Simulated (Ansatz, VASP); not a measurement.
**SnO in VASP and in Ansatz**

```
CELL_PARAMETERS angstrom
3.86776 0.00000 0.00000
0.00000 3.86776 0.00000
0.00000 0.00000 10.13997
ATOMIC_POSITIONS crystal
Sn 0.00000 0.50000 0.11435
Sn 0.00000 0.50000 0.61435
Sn 0.50000 0.00000 0.38565
Sn 0.50000 0.00000 0.88565
O 0.00000 0.00000 0.50000
O 0.00000 0.00000 0.00000
O 0.50000 0.50000 0.50000
O 0.50000 0.50000 0.00000
```

Alike in both runs: task single point; functional PBE; k mesh 4 × 4 × 2; occupations gaussian, width 0.1 eV; no spin polarisation.

```csv
,VASP,Ansatz
version,VASP 6.6.1,Ansatz 0.2.0
potentials or method,"VASP PAW PBE potentials, release 64 (Sn_d, O), cutoff 520 eV","scalar-relativistic, plane waves, PAW"
valence electrons in the cell,80,80
```

Ansatz gave:

| Property | Result |
| --- | --- |
| gap on the k mesh at the Fermi level (eV) | 0.50 |
| least direct gap on the mesh (eV) | 1.77 |
| pressure (GPa) | 0.1 |
| rms of the force components (eV/Å) | 0.004 |

**Question.** Estimate VASP's values.

**Answer.** gap on the k mesh at the Fermi level (eV): 0.51; least direct gap on the mesh (eV): 1.72; pressure (GPa): 0.2; rms of the force components (eV/Å): 0.027.

Atom by atom the forces differ by 0.031 eV/Å (rms over components).
